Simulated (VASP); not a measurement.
A run of VASP 6.6.1:

File INCAR:

```
SYSTEM = Zr2B3
  PREC = Accurate
  ENCUT = 600
  EDIFF = 1E-7
  ISMEAR = 0
  SIGMA = 0.1
  LREAL = .FALSE.
  LASPH = .TRUE.
  NELM = 60
  ALGO = Normal
  ISIF = 3
  LWAVE = .FALSE.
  LCHARG = .FALSE.
  GGA = PE
  IBRION = 2
  NSW = 100
  EDIFFG = -0.01
```

KPOINTS

```
regular mesh
0
G
  15 15 6
  0 0 0
```

POSCAR

```
Zr2B3
1.0
    3.2397898066      0.0000000000      0.0000000000
   -1.6198949033      2.8057402754      0.0000000000
    0.0000000000      0.0000000000      7.2565946504
Zr B
2 3
Direct
    0.3333333333      0.6666666667      0.2083223669
    0.6666666667      0.3333333333      0.7916776331
    0.0000000000      0.0000000000      0.0000000000
    0.3333333333      0.6666666667      0.5359717208
    0.6666666667      0.3333333333      0.4640282792
```

Potentials or basis: VASP PAW PBE potentials, release 64 (Zr_sv, B).

Run with:

```sh
$ cat potpaw_PBE.64/Zr_sv/POTCAR potpaw_PBE.64/B/POTCAR > POTCAR
$ mpirun -np 1 vasp_std > vasp.out
```

Hardware: 1 thread of Intel Xeon 8259CL (shared host).

Q: Estimate the wall time of this run.

A: Wall time 23 min on 1 thread of Intel Xeon 8259CL (shared host), peak memory 0.37 GiB. Counts: scf iterations 49, k points 146, ion steps 5.
